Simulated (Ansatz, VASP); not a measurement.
Ge: VASP beside Ansatz

```
Ge
1.0
    -2.49590    2.65086    1.43695
     2.49590   -2.65086    1.43695
     2.49590    2.65086   -1.43695
Ge
2
Cartesian
  2.4959 1.3254 1.2529
  0.0000 1.3254 0.1841
```

Alike in both runs: task single point; functional LDA; k mesh 12 × 12 × 12; occupations gaussian, width 0.1 eV; no spin polarisation.

```csv
,VASP,Ansatz
version,VASP 6.6.1,Ansatz 0.2.0
potentials or method,"VASP PAW LDA potentials, release 64 (Ge_d), cutoff 500 eV",all-electron (LAPW or listed datasets)
```

VASP gave:

```
gap on the k mesh at the Fermi level (eV)                     : none
pressure (GPa)                                                : -4.3
traceless stress, the component that is largest in VASP (GPa) : -0.82
rms of the force components (eV/Å)                            : 0.041
```

What did Ansatz give for the same quantities?

gap on the k mesh at the Fermi level (eV): none; pressure (GPa): -4.2; traceless stress, the component that is largest in VASP (GPa): -0.81; rms of the force components (eV/Å): 0.041.

LDA's correlation is that of Perdew and Zunger in VASP and of Perdew and Wang (1992) in Ansatz. Atom by atom the forces differ by 0.000 eV/Å (rms over components). A gap of «none» marks a metal or a gap that the smearing closes. Ansatz ran all-electron here, and VASP with PAW potentials.
